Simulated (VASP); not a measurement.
# HfB (Fm-3m) in VASP: settings compared

HfB is run at these levels: PBE+D3(BJ), PBE+U, PBE; tasks: single point.

Program: VASP 6.6.1. These are calculated values, not measurements. Logs are shortened: lines on timing, memory, paths and dates and some standing lists are left out, and cuts for length are marked.

## (1) The cell of the first run

The structure is cubic, space group Fm-3m (No. 225). The conventional cell has a = 4.620 Å, b = 4.620 Å, c = 4.620 Å, α = 90.00°, β = 90.00°, γ = 90.00°. Hf (site symmetry m-3m) has 6 B at 2.31 Å within 3.1 Å. B (site symmetry m-3m) has 6 Hf at 2.31 Å within 3.1 Å.

## (2) Single point, PBE+D3(BJ)

Input file INCAR:

```
SYSTEM = HfB
ALGO = Normal ; EDIFF = 1E-6
ENCUT = 520 ; GGA = PE
ISIF = 2 ; ISMEAR = -1
IVDW = 12 ; LASPH = .TRUE.
LCHARG = .FALSE. ; LREAL = .FALSE.
LWAVE = .FALSE. ; NBANDS = 14
NELM = 60 ; PREC = Accurate
SIGMA = 0.05
```

Input file KPOINTS:

```
k-points
0
G
  15 15 15
  0 0 0
```

Input file POSCAR:

```
HfB
1.0
    0.0000000000      2.3100000000      2.3100000000
    2.3100000000      0.0000000000      2.3100000000
    2.3100000000      2.3100000000      0.0000000000
Hf B
1 1
Direct
    0.5000000000      0.5000000000      0.5000000000
    0.0000000000      0.0000000000      0.0000000000
```

Potentials or basis: VASP PAW PBE potentials, release 64 (Hf_pv, B).

Launch:

```sh
$ cat potpaw_PBE.64/Hf_pv/POTCAR potpaw_PBE.64/B/POTCAR > POTCAR
$ mpirun -np 1 vasp_std > vasp.out
```

OUTCAR:

```text
SYSTEM = HfB
   EDIFF = 1E-6
   ENCUT = 520
   GGA = PE
   ISIF = 2
   ISMEAR = -1
   IVDW = 12
   LASPH = .TRUE.
   LREAL = .FALSE.
   NELM = 60
   PREC = Accurate
 IVDW          = 12

 ion  position               nearest neighbor table
   1  0.500  0.500  0.500-   2 2.31   2 2.31   2 2.31   2 2.31   2 2.31   2 2.31
   2  0.000  0.000  0.000-   1 2.31   1 2.31   1 2.31   1 2.31   1 2.31   1 2.31

  LATTYP: Found a face centered cubic cell.
 ALAT       =     4.6200000000

  Lattice vectors:

 A1 = (   0.0000000000,   2.3100000000,   2.3100000000)
 A2 = (   2.3100000000,   0.0000000000,   2.3100000000)
 A3 = (   2.3100000000,   2.3100000000,   0.0000000000)

Analysis of symmetry for initial positions (statically):
=====================================================================
 Subroutine PRICEL returns:
 Original cell was already a primitive cell.

 Routine SETGRP: Setting up the symmetry group for a
 face centered cubic supercell.

 Subroutine GETGRP returns: Found 48 space group operations
 (whereof 48 operations were pure point group operations)
 out of a pool of 48 trial point group operations.

The static configuration has the point symmetry O_h .

Analysis of symmetry for dynamics (positions and initial velocities):
=====================================================================
 Subroutine PRICEL returns:
 Original cell was already a primitive cell.

 Routine SETGRP: Setting up the symmetry group for a
 face centered cubic supercell.

 Subroutine GETGRP returns: Found 48 space group operations
 (whereof 48 operations were pure point group operations)
 out of a pool of 48 trial point group operations.

The dynamic configuration has the point symmetry O_h .

 Subroutine INISYM returns: Found 48 space group operations
 (whereof 48 operations are pure point group operations),
 and found     1 'primitive' translations

----------------------------------------------------------------------------------------

                                     Primitive cell

  volume of cell :      24.6528

  direct lattice vectors                    reciprocal lattice vectors
     0.000000000  2.310000000  2.310000000    -0.216450216  0.216450216  0.216450216
     2.310000000  0.000000000  2.310000000     0.216450216 -0.216450216  0.216450216
     2.310000000  2.310000000  0.000000000     0.216450216  0.216450216 -0.216450216

  length of vectors
     3.266833329  3.266833329  3.266833329     0.374902772  0.374902772  0.374902772

[... 90 lines left out ...]
   PSTRESS=    0.0 pullay stress
   NELECT =      13.0000    total number of electrons
   NUPDOWN=      -1.0000    fix difference up-down
   EMIN   =  10.00;   EMAX   =-10.00  energy-range for DOS
   EFERMI =   0.00;   METHOD = LEGACY
   ISMEAR =    -1;   SIGMA  =   0.05  broadening in eV -4-tet -1-fermi 0-gaus
   EFERMI_NEDOS =   21; number of points for ismear=-14 and -15
   IALGO  =     38    algorithm
   IMIX   =      4    mixing-type and parameters
     AMIX     =   0.40;   BMIX     =  1.00
     AMIX_MAG =   1.60;   BMIX_MAG =  1.00
  volume/ion in A,a.u.               =      12.33        83.18
  Fermi-wavevector in a.u.,A,eV,Ry     =   1.322617  2.499383 23.800871  1.749315
  Thomas-Fermi vector in A             =   2.452285
   LORBIT       =      0    0 simple, 1 ext, 2 COOP (PROOUT), +10 PAW based schemes
   GGA     = PE    functional components
   LHFCALC =     F    Hartree Fock is set to
   AEXX    =    0.0000 exact exchange contribution
   IVDW    =    12    specifies the selected vdW correction
   LEPSILON=     F    determine dielectric tensor
   LRPA    =     F    only Hartree local field effects (RPA)
 non-spin polarized calculation
  energy-cutoff  :      520.00
  volume of cell :       24.65
 maximum number of plane-waves:       680
   NGX = 13   NGY = 13   NGZ = 13

 number of electron      13.0000002 magnetization

 Free energy of the ion-electron system (eV)
  ---------------------------------------------------
  ext. energy  EPLUGINS =         0.00000000
  ---------------------------------------------------
  free energy    TOTEN  =       -17.15571805 eV

  energy without entropy =      -17.14799970  energy(sigma->0) =      -17.15185887

 E-fermi :   5.1489     XC(G=0): -12.3028

 val. band max:        5.1217359970   @ k =  -0.1333   0.2000   0.0667
 cond. band min:       5.1630386826   @ k =   0.4000   0.2667   0.1333
 fundamental gap:      0.0413026856
 Fermi energy:         5.1488562969

 k-point     1 :       0.0000    0.0000    0.0000
  band No.  band energies     occupation
      1     -23.1723      2.00000
      2     -23.1723      2.00000
      3     -23.1723      2.00000
      4      -4.4463      2.00000
      5       7.3270      0.00000
      6       7.3270      0.00000
      7       7.3270      0.00000
      8       9.0867      0.00000
      9       9.0867      0.00000
     10       9.0867      0.00000
     11       9.3533      0.00000
     12       9.3533      0.00000
     13      16.8018      0.00000
     14      18.1403      0.00000
[... 377 lines left out ...]
      1     -23.3800      2.00000
      2     -23.2369      2.00000
      3     -23.2290      2.00000
      4      -3.3629      2.00000
      5       4.6578      1.99989
      6       5.8129      0.00000
      7       6.5005      0.00000
      8       7.1186      0.00000
      9       9.6490      0.00000
     10      10.9848      0.00000
     11      11.5949      0.00000
     12      14.3491      0.00000
     13      19.3602      0.00000
     14      19.4902      0.00000

 [... further k-points ...]

------------------------ aborting loop because EDIFF is reached ----------------------------------------

 Edisp (eV)   -0.80032

 E8    (eV) :    -0.3851

  FORCE on cell =-STRESS in cart. coord.  units (eV):
  Direction    XX          YY          ZZ          XY          YZ          ZX
  --------------------------------------------------------------------------------------
  -------------------------------------------------------------------------------------
  Total       3.89299     3.89299     3.89299     0.00000     0.00000     0.00000
  in kB     253.00410   253.00410   253.00410     0.00000     0.00000     0.00000
  external pressure =      253.00 kB  Pullay stress =        0.00 kB

 VOLUME and BASIS-vectors are now :
 -----------------------------------------------------------------------------
  energy-cutoff  :      520.00
  volume of cell :       24.65
      direct lattice vectors                 reciprocal lattice vectors
     0.000000000  2.310000000  2.310000000    -0.216450216  0.216450216  0.216450216
     2.310000000  0.000000000  2.310000000     0.216450216 -0.216450216  0.216450216
     2.310000000  2.310000000  0.000000000     0.216450216  0.216450216 -0.216450216

 POSITION                                       TOTAL-FORCE (eV/Angst)
 -----------------------------------------------------------------------------------
      2.31000      2.31000      2.31000        -0.000000      0.000000      0.000000
      0.00000      0.00000      0.00000         0.000000     -0.000000     -0.000000
 -----------------------------------------------------------------------------------
    total drift:                                0.000000     -0.000000      0.000000

  FREE ENERGIE OF THE ION-ELECTRON SYSTEM (eV)
  ---------------------------------------------------
  free  energy   TOTEN  =       -17.9560337036 eV

  energy  without entropy=      -17.9483153534  energy(sigma->0) =      -17.95217453
```

stdout:

```text
POSCAR found type information on POSCAR HfB
 POSCAR found :  2 types and       2 ions
 scaLAPACK will be used
 LDA part: xc-table for (Slater+PW92), standard interpolation
 POSCAR, INCAR and KPOINTS ok, starting setup
 FFT: planning ... GRIDC
 FFT: planning ... GRID_SOFT
 FFT: planning ... GRID
 WAVECAR not read
 entering main loop
```

It took 18 s on 1 thread of AMD EPYC 9R45 (Zen 5), shared host; peak memory 0.15 GiB.

What came out:

```
Free energy                : -17.9560 eV
Pressure                   : 25.3 GPa
Band gap on the k mesh     : zero (an odd number of electrons rules out a gap without spin polarisation)
Dispersion energy per atom : -0.400 eV
```

Caveat: three body term missing; the cell stands under pressure; spin-orbit coupling is left out, which moves the levels of the heavy elements.

## (3) Single point, PBE+U

Input file INCAR:

```
ALGO = Normal ; EDIFF = 1E-6
ENCUT = 520 ; GGA = PE
ISIF = 2 ; ISMEAR = -1
LASPH = T ; LCHARG = T
LDAU = T ; LDAUJ = 0 0
LDAUL = 2 -1 ; LDAUPRINT = 1
LDAUTYPE = 2 ; LDAUU = 6 0
LELF = T ; LMAXMIX = 4
LREAL = F ; LVHAR = T
LWAVE = F ; NBANDS = 14
NELM = 150 ; PREC = Accurate
SIGMA = 0.05
```

Input file KPOINTS:

```
k-points
0
Gamma
  15 15 15
```

POSCAR is that of step 2.

Potentials or basis: VASP PAW PBE potentials, release 64 (Hf_pv, B).

Launch:

```sh
$ cat potpaw_PBE.64/Hf_pv/POTCAR potpaw_PBE.64/B/POTCAR > POTCAR
$ mpirun -np 1 vasp_std > vasp.out
```

Wall time 21 s (1 thread of AMD EPYC 9R45 (Zen 5), shared host); peak memory 0.14 GiB.

It converged, with:

```yaml
Free_energy: -12.8630 eV
Pressure: 53.9 GPa
Band_gap_on_the_k_mesh: zero (an odd number of electrons rules out a gap without spin polarisation)
```

Levels at points of the mesh, in eV from the Fermi level:
| k point | band 4 | band 5 | band 6 | band 7 | band 8 | band 9 | band 10 | band 11 |
| --- | --- | --- | --- | --- | --- | --- | --- | --- |
| (0.00, 0.00, 0.00) | -10.21 | 2.91 | 2.91 | 2.91 | 3.55 | 3.55 | 3.55 | 4.47 |

Eigenvalues of the final occupation matrices:
```
    site  spin  trace               eigenvalues
site 1 d     1   0.84  0.11 0.11 0.11 0.25 0.25
site 1 d     2   0.84  0.11 0.11 0.11 0.25 0.25
```

Caveat: the cell stands under pressure; spin-orbit coupling is left out, which moves the levels of the heavy elements; U without spin polarisation on a metal has little footing; the U is typed as a test and isn't derived for this compound.

## (4) Single point, PBE, non-collinear spin, zero start, spin-orbit coupling

Input file INCAR:

```
  PREC = Accurate
  ENCUT = 520
  EDIFF = 1E-6
  ISMEAR = -1
  SIGMA = 0.05
  LREAL = False
  LASPH = True
  NELM = 150
  ALGO = Normal
  ISIF = 2
  LWAVE = False
  LCHARG = False
  MAGMOM = 0 0 0 0 0 0
  LORBIT = 11
  LSORBIT = True
  GGA_COMPAT = False
  LORBMOM = True
  LMAXMIX = 4
  GGA = PE
  NBANDS = 25
```

Input file KPOINTS:

```
regular mesh
0
Gamma
  15 15 15
```

POSCAR is that of step 3.

Launch:

```sh
$ cat potpaw_PBE.64/Hf_pv/POTCAR potpaw_PBE.64/B/POTCAR > POTCAR
$ mpirun -np 1 vasp_ncl > vasp.out
```

Run time: 81 s. Hardware: 1 thread of AMD EPYC 9R45 (Zen 5), shared host; peak memory 0.24 GiB.

Results (log left out):

```yaml
Free_energy: -17.8338 eV
Pressure: 30.3 GPa
Net_moment: 0.00 μB per cell
Valence_electrons_inside_the_program's_atomic_spheres: Hf 8.95; B 1.95
```

Moments on the atoms (μB; x, y, z):
```
Hf  0.00 0.00 0.00
B   0.00 0.00 0.00
```

Caveat: the cell stands under pressure.

## (5) The runs side by side

```tsv
level	spin	U	gap on the mesh (eV)	pressure (GPa)
PBE+D3(BJ)	off	-	none	25.3
PBE+U	off	Hf d U = 6.0 eV	none	53.9
PBE	non-collinear, zero start, SOC	-	-	30.3
```

Alike in all rows: task single point; potentials or basis VASP PAW PBE potentials, release 64 (Hf_pv, B); cell as given; k mesh 15 × 15 × 15; cutoff (eV) 520; smearing fermi-dirac 0.05 eV.

The pressure there spans 25.3 GPa (PBE+D3(BJ)) to 53.9 GPa (PBE+U); a positive pressure means that this level wants a larger cell, a negative one a smaller.

Caveats: the cell stands under pressure; spin-orbit coupling is left out, which moves the levels of the heavy elements (at least some runs); three body term missing (at least some runs); U without spin polarisation on a metal has little footing (at least some runs); the U is typed as a test and isn't derived for this compound (at least some runs).

Total energies depend on the potentials used, so only differences within one code and one set of settings carry meaning.
